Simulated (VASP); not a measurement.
# SrCl2 (Fm-3m) in VASP: further runs

Runs on SrCl2. Level: r2SCAN. Tasks: single point, relaxation of cell and atoms.

Program: VASP 6.6.1. These are calculated values, not measurements. Logs are shortened: lines on timing, memory, paths and dates and some standing lists are left out, and cuts for length are marked.

## Step 1: The cell of the first run

The structure is cubic, space group Fm-3m (No. 225). The conventional cell has a = 7.132 Å, b = 7.132 Å, c = 7.132 Å, α = 90.00°, β = 90.00°, γ = 90.00°. Within 4.1 Å of Sr (site symmetry m-3m) lie 8 Cl at 3.09 Å. Cl (site symmetry -43m) has 4 Sr at 3.09 Å and 6 Cl at 3.57 Å within 4.1 Å.

## Step 2: Single point, r2SCAN (30.23 Å³/atom)

Contents of POSCAR:

```
SrCl2
1.0
    0.0000000000      3.5660540582      3.5660540582
    3.5660540582      0.0000000000      3.5660540582
    3.5660540582      3.5660540582      0.0000000000
Sr Cl
1 2
Direct
    0.0000000000      0.0000000000      0.0000000000
    0.2500000000      0.2500000000      0.2500000000
    0.7500000000      0.7500000000      0.7500000000
```

Contents of INCAR.step1:

```
SYSTEM = SrCl2
PREC = Accurate ; ENCUT = 520
ISMEAR = 0 ; SIGMA = 0.02
LREAL = .False. ; LASPH = .True.
NELM = 60 ; NBANDS = 19
GGA = PE ; ALGO = Normal
EDIFF = 1E-4 ; LWAVE = .True.
LCHARG = .False.
```

Contents of INCAR.step2:

```
SYSTEM = SrCl2
PREC = Accurate ; ENCUT = 520
EDIFF = 1E-6 ; ISMEAR = 0
SIGMA = 0.02 ; LREAL = .False.
LASPH = .True. ; NELM = 60
ALGO = Normal ; ISIF = 2
LWAVE = .False. ; LCHARG = .False.
METAGGA = R2SCAN ; LMIXTAU = .True.
NBANDS = 19 ; ISTART = 1
```

Contents of KPOINTS:

```
Automatic mesh
0
Gamma
  6 6 6
  0 0 0
```

Potentials or basis: VASP PAW PBE potentials, release 64 (Sr_sv, Cl).

Launch:

```
$ cat potpaw_PBE.64/Sr_sv/POTCAR potpaw_PBE.64/Cl/POTCAR > POTCAR
$ cp INCAR.step1 INCAR
$ mpirun -np 1 vasp_std > vasp.out
$ cp INCAR.step2 INCAR
$ mpirun -np 1 vasp_std > vasp.out
```

OUTCAR:

```text
SYSTEM = SrCl2
   PREC = Accurate
   ENCUT = 520
   EDIFF = 1E-6
   ISMEAR = 0
   LREAL = .False.
   LASPH = .True.
   NELM = 60
   ISIF = 2
   METAGGA = R2SCAN
   ISTART = 1

 ion  position               nearest neighbor table
   1  0.000  0.000  0.000-   3 3.09   3 3.09   3 3.09   2 3.09   2 3.09   2 3.09   3 3.09   2 3.09

   2  0.250  0.250  0.250-   1 3.09   1 3.09   1 3.09   1 3.09
   3  0.750  0.750  0.750-   1 3.09   1 3.09   1 3.09   1 3.09

  LATTYP: Found a face centered cubic cell.
 ALAT       =     7.1321081164

  Lattice vectors:

 A1 = (   0.0000000000,   3.5660540582,   3.5660540582)
 A2 = (   3.5660540582,   0.0000000000,   3.5660540582)
 A3 = (   3.5660540582,   3.5660540582,   0.0000000000)

Analysis of symmetry for initial positions (statically):
=====================================================================
 Subroutine PRICEL returns:
 Original cell was already a primitive cell.

 Routine SETGRP: Setting up the symmetry group for a
 face centered cubic supercell.

 Subroutine GETGRP returns: Found 48 space group operations
 (whereof 48 operations were pure point group operations)
 out of a pool of 48 trial point group operations.

The static configuration has the point symmetry O_h .

Analysis of symmetry for dynamics (positions and initial velocities):
=====================================================================
 Subroutine PRICEL returns:
 Original cell was already a primitive cell.

 Routine SETGRP: Setting up the symmetry group for a
 face centered cubic supercell.

 Subroutine GETGRP returns: Found 48 space group operations
 (whereof 48 operations were pure point group operations)
 out of a pool of 48 trial point group operations.

The dynamic configuration has the point symmetry O_h .

 Subroutine INISYM returns: Found 48 space group operations
 (whereof 48 operations are pure point group operations),
 and found     1 'primitive' translations

----------------------------------------------------------------------------------------

                                     Primitive cell

  volume of cell :      90.6972

  direct lattice vectors                    reciprocal lattice vectors
     0.000000000  3.566054058  3.566054058    -0.140210998  0.140210998  0.140210998
     3.566054058  0.000000000  3.566054058     0.140210998 -0.140210998  0.140210998
     3.566054058  3.566054058  0.000000000     0.140210998  0.140210998 -0.140210998

  length of vectors
     5.043162013  5.043162013  5.043162013     0.242852573  0.242852573  0.242852573

  position of ions in fractional coordinates (direct lattice)
     0.000000000  0.000000000  0.000000000
     0.250000000  0.250000000  0.250000000
     0.750000000  0.750000000  0.750000000

  ion indices of the primitive-cell ions
   primitive index   ion index
                 1           1
                 2           2
                 3           3

----------------------------------------------------------------------------------------

 KPOINTS: Automatic mesh

Automatic generation of k-mesh.
 Grid dimensions read from file:
 generate k-points for:    6    6    6

 Generating k-lattice:

  Cartesian coordinates                     Fractional coordinates (reciprocal lattice)
    -0.023368500  0.023368500  0.023368500     0.166666667  0.000000000  0.000000000
     0.023368500 -0.023368500  0.023368500     0.000000000  0.166666667  0.000000000
     0.023368500  0.023368500 -0.023368500     0.000000000  0.000000000  0.166666667

  Length of vectors
     0.040475429  0.040475429  0.040475429

  Shift w.r.t. Gamma in fractional coordinates (k-lattice)
     0.000000000  0.000000000  0.000000000

 Subroutine IBZKPT returns following result:
 ===========================================

 Found     16 irreducible k-points:

 Following reciprocal coordinates:
            Coordinates               Weight
  0.000000  0.000000  0.000000      1.000000
  0.166667  0.000000  0.000000      8.000000
  0.333333  0.000000  0.000000      8.000000
  0.500000  0.000000  0.000000      4.000000
  0.166667  0.166667  0.000000      6.000000
  0.333333  0.166667  0.000000     24.000000
[... 8 lines left out ...]
 -0.333333  0.333333  0.166667     24.000000
 -0.333333  0.500000  0.166667     12.000000
   k-points           NKPTS =     16   k-points in BZ     NKDIM =     16   number of bands    NBANDS=     19
   number of dos      NEDOS =    301   number of ions     NIONS =      3
   total plane-waves  NPLWV =  64000
   dimension x,y,z NGX =    40 NGY =   40 NGZ =   40
   dimension x,y,z NGXF=    80 NGYF=   80 NGZF=   80
   ions per type =               1   2
   NGX,Y,Z   is equivalent  to a cutoff of  13.19, 13.19, 13.19 a.u.
   NGXF,Y,Z  is equivalent  to a cutoff of  26.37, 26.37, 26.37 a.u.
 SYSTEM =  SrCl2
   PREC   = accura    normal or accurate (medium, high low for compatibility)
   ISTART =      1    job   : 0-new  1-cont  2-samecut
   ICHARG =      0    charge: 1-file 2-atom 10-const
   ISPIN  =      1    spin polarized calculation?
   LNONCOLLINEAR =      F non collinear calculations
   LSORBIT =      F    spin-orbit coupling
   LASPH  =      T    aspherical Exc in radial PAW
   ENCUT  =  520.0 eV  38.22 Ry    6.18 a.u.   9.38  9.38  9.38*2*pi/ulx,y,z
   NELM   =     60;   NELMIN=  2; NELMDL=  0     # of ELM steps
   EDIFF  = 0.1E-05   stopping-criterion for ELM
   LREAL  =      F    real-space projection
   EDIFFG = 0.1E-04   stopping-criterion for IOM
   NSW    =      0    number of steps for IOM
   IBRION =     -1    ionic relax: 0-MD 1-quasi-New 2-CG
   NFREE  =      0    steps in history (QN), initial steepest desc. (CG)
   ISIF   =      2    stress and relaxation
   ISYM   =      2    0-nonsym 1-usesym 2-fastsym
   POTIM  = 0.5000    time-step for ionic-motion
   TEBEG  =    0.0;   TEEND  =   0.0 temperature during run
   PSTRESS=    0.0 pullay stress
   NELECT =      24.0000    total number of electrons
   NUPDOWN=      -1.0000    fix difference up-down
   EMIN   =  10.00;   EMAX   =-10.00  energy-range for DOS
   EFERMI =   0.00;   METHOD = LEGACY
   ISMEAR =     0;   SIGMA  =   0.02  broadening in eV -4-tet -1-fermi 0-gaus
   EFERMI_NEDOS =   21; number of points for ismear=-14 and -15
   IALGO  =     38    algorithm
   IMIX   =      4    mixing-type and parameters
     AMIX     =   0.40;   BMIX     =  1.00
     AMIX_MAG =   1.60;   BMIX_MAG =  1.00
  volume/ion in A,a.u.               =      30.23       204.02
  Fermi-wavevector in a.u.,A,eV,Ry     =   1.051027  1.986154 15.029789  1.104658
  Thomas-Fermi vector in A             =   2.186054
   LORBIT       =      0    0 simple, 1 ext, 2 COOP (PROOUT), +10 PAW based schemes
   METAGGA = R2SCAN    functional components
   LHFCALC =     F    Hartree Fock is set to
   AEXX    =    0.0000 exact exchange contribution
   IVDW    =     0    specifies the selected vdW correction
   LEPSILON=     F    determine dielectric tensor
   LRPA    =     F    only Hartree local field effects (RPA)
 non-spin polarized calculation
 Gauss-broadening in eV      SIGMA  =   0.02
  energy-cutoff  :      520.00
  volume of cell :       90.70
 maximum number of plane-waves:      2457
 NGX is ok and might be reduce to    40
   NGX = 19   NGY = 19   NGZ = 19

 number of electron      23.9999997 magnetization

 Free energy of the ion-electron system (eV)
  ---------------------------------------------------
  ext. energy  EPLUGINS =         0.00000000
  ---------------------------------------------------
  free energy    TOTEN  =       -35.66761715 eV

  energy without entropy =      -35.66761715  energy(sigma->0) =      -35.66761715

 E-fermi :  -0.5543     XC(G=0):  -8.4644

 val. band max:       -0.6379091404   @ k =   0.5000   0.5000   0.0000
 cond. band min:       5.0841847687   @ k =   0.0000   0.0000   0.0000
 fundamental gap:      5.7220939091
 Fermi energy:        -0.5542506746

 k-point     1 :       0.0000    0.0000    0.0000
  band No.  band energies     occupation
      1     -34.8159      2.00000
      2     -16.1590      2.00000
      3     -16.1590      2.00000
      4     -16.1590      2.00000
      5     -14.3258      2.00000
      6     -13.5802      2.00000
[... 11 lines left out ...]
     18       8.8707      0.00000
     19       9.0370      0.00000

 k-point     2 :       0.1667    0.0000    0.0000
  band No.  band energies     occupation
      1     -34.8154      2.00000
      2     -16.2183      2.00000
      3     -16.1614      2.00000
      4     -16.1614      2.00000
      5     -14.2108      2.00000
      6     -13.6300      2.00000
[... 11 lines left out ...]
     18       8.5604      0.00000
     19       9.5118      0.00000

 k-point     3 :       0.3333    0.0000    0.0000
  band No.  band energies     occupation
      1     -34.8143      2.00000
      2     -16.3188      2.00000
      3     -16.1663      2.00000
      4     -16.1663      2.00000
      5     -14.0221      2.00000
      6     -13.7006      2.00000
[... 11 lines left out ...]
     18       8.3944      0.00000
     19       8.7936      0.00000

 k-point     4 :       0.5000    0.0000    0.0000
  band No.  band energies     occupation
      1     -34.8138      2.00000
      2     -16.3622      2.00000
      3     -16.1687      2.00000
      4     -16.1687      2.00000
      5     -13.9718      2.00000
      6     -13.6955      2.00000
[... 11 lines left out ...]
     18       8.4030      0.00000
     19       8.5488      0.00000

 k-point     5 :       0.1667    0.1667    0.0000
  band No.  band energies     occupation
      1     -34.8152      2.00000
      2     -16.2326      2.00000
      3     -16.1647      2.00000
      4     -16.1647      2.00000
      5     -14.1697      2.00000
      6     -13.6486      2.00000
[... 11 lines left out ...]
     18       8.6328      0.00000
     19       8.6985      0.00000

 k-point     6 :       0.3333    0.1667    0.0000
  band No.  band energies     occupation
      1     -34.8143      2.00000
      2     -16.3053      2.00000
      3     -16.1803      2.00000
      4     -16.1701      2.00000
      5     -13.9949      2.00000
      6     -13.7210      2.00000
[... 11 lines left out ...]
     18       8.3039      0.00000
     19       9.2128      0.00000

 k-point     7 :       0.5000    0.1667    0.0000
  band No.  band energies     occupation
      1     -34.8136      2.00000
      2     -16.3440      2.00000
      3     -16.2073      2.00000
      4     -16.1720      2.00000
      5     -13.9101      2.00000
      6     -13.7269      2.00000
[... 11 lines left out ...]
     18       8.5742      0.00000
     19       8.8805      0.00000

 k-point     8 :      -0.3333    0.1667    0.0000
  band No.  band energies     occupation
      1     -34.8138      2.00000
      2     -16.3263      2.00000
      3     -16.2122      2.00000
      4     -16.1687      2.00000
      5     -13.9244      2.00000
      6     -13.7322      2.00000
[... 80 lines left out ...]
 k-point    12 :      -0.3333    0.3333    0.0000
  band No.  band energies     occupation
      1     -34.8132      2.00000
      2     -16.3116      2.00000
      3     -16.2760      2.00000
      4     -16.1749      2.00000
      5     -13.8274      2.00000
      6     -13.7592      2.00000
[... 11 lines left out ...]
     18       8.8891      0.00000
     19       9.7417      0.00000

 k-point    13 :       0.5000    0.5000    0.0000
  band No.  band energies     occupation
      1     -34.8130      2.00000
      2     -16.4084      2.00000
      3     -16.1820      2.00000
      4     -16.1820      2.00000
      5     -13.8420      2.00000
      6     -13.7274      2.00000
[... 11 lines left out ...]
     18       8.4613      0.00000
     19       9.6161      0.00000

 k-point    14 :       0.5000    0.3333    0.1667
  band No.  band energies     occupation
      1     -34.8136      2.00000
      2     -16.3306      2.00000
      3     -16.2224      2.00000
      4     -16.1742      2.00000
      5     -13.8584      2.00000
      6     -13.7722      2.00000
[... 11 lines left out ...]
     18       8.4742      0.00000
     19       9.5229      0.00000

 k-point    15 :      -0.3333    0.3333    0.1667
  band No.  band energies     occupation
      1     -34.8132      2.00000
      2     -16.3167      2.00000
      3     -16.2684      2.00000
      4     -16.1774      2.00000
      5     -13.8272      2.00000
      6     -13.7595      2.00000
[... 11 lines left out ...]
     18       8.9598      0.00000
     19       9.5130      0.00000

 k-point    16 :      -0.3333    0.5000    0.1667
  band No.  band energies     occupation
      1     -34.8130      2.00000
      2     -16.3548      2.00000
      3     -16.2418      2.00000
      4     -16.1822      2.00000
      5     -13.8106      2.00000
      6     -13.7534      2.00000
[... 11 lines left out ...]
     18       9.3171      0.00000
     19       9.7618      0.00000

------------------------ aborting loop because EDIFF is reached ----------------------------------------

  FORCE on cell =-STRESS in cart. coord.  units (eV):
  Direction    XX          YY          ZZ          XY          YZ          ZX
  --------------------------------------------------------------------------------------
  -------------------------------------------------------------------------------------
  Total       -1.0739914     -1.0739914     -1.0739914      0.0000000      0.0000000      0.0000000
  in kB      -18.9721965    -18.9721965    -18.9721965      0.0000000      0.0000000      0.0000000
  external PRESSURE =     -18.9721965 kB  Pullay stress =       0.0000000 kB

 VOLUME and BASIS-vectors are now :
 -----------------------------------------------------------------------------
  energy-cutoff  :      520.00
  volume of cell :       90.70
      direct lattice vectors                 reciprocal lattice vectors
     0.000000000  3.566054058  3.566054058    -0.140210998  0.140210998  0.140210998
     3.566054058  0.000000000  3.566054058     0.140210998 -0.140210998  0.140210998
     3.566054058  3.566054058  0.000000000     0.140210998  0.140210998 -0.140210998

 POSITION                                       TOTAL-FORCE (eV/Angst)
 -----------------------------------------------------------------------------------
      0.00000      0.00000      0.00000         0.000000      0.000000      0.000000
      1.78303      1.78303      1.78303         0.000000     -0.000000      0.000000
      5.34908      5.34908      5.34908        -0.000000      0.000000     -0.000000
 -----------------------------------------------------------------------------------
    total drift:                               -0.000000     -0.000000      0.000000

  FREE ENERGIE OF THE ION-ELECTRON SYSTEM (eV)
  ---------------------------------------------------
  free  energy   TOTEN  =       -35.6676171515 eV

  energy  without entropy=      -35.6676171515  energy(sigma->0) =      -35.66761715
```

Run time: 96 s. Hardware: 1 thread of AMD EPYC 7R13 (Zen 3), shared host; peak memory 0.23 GiB.

What came out:

| Property | Result |
| --- | --- |
| Free energy | -35.6676 eV |
| Pressure | -1.9 GPa |
| Band gap on the k mesh | 5.72 eV (least direct gap 6.01 eV) |

Caveat: the PAW data sets were made with another functional, which shifts forces and pressure a little. A k mesh can miss the band edges.

(Part 1 of 3 ends here.)
